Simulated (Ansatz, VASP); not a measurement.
## One calculation of Nb, two programs

```
Nb
1.0
    -1.66395    1.66395    1.66395
     1.66395   -1.66395    1.66395
     1.66395    1.66395   -1.66395
Nb
1
Direct
  0.00000 0.00000 0.00000
```

Alike in both runs: task single point; functional r2SCAN; k mesh 10 × 10 × 10; occupations fermi-dirac, width 0.05 eV; no spin polarisation.

```csv
,VASP,Ansatz
version,VASP 6.6.1,Ansatz 0.2.0
potentials or method,"VASP PAW PBE potentials, release 64 (Nb_sv), cutoff 520 eV","PAW, plane waves, scalar-relativistic"
valence electrons in the cell,13,13
```

VASP gave:

- pressure (GPa): -3.4

Problem. Which values does Ansatz return?

Solution. Pressure (GPa): -3.2.

VASP's potentials were made for PBE, not for r2SCAN.
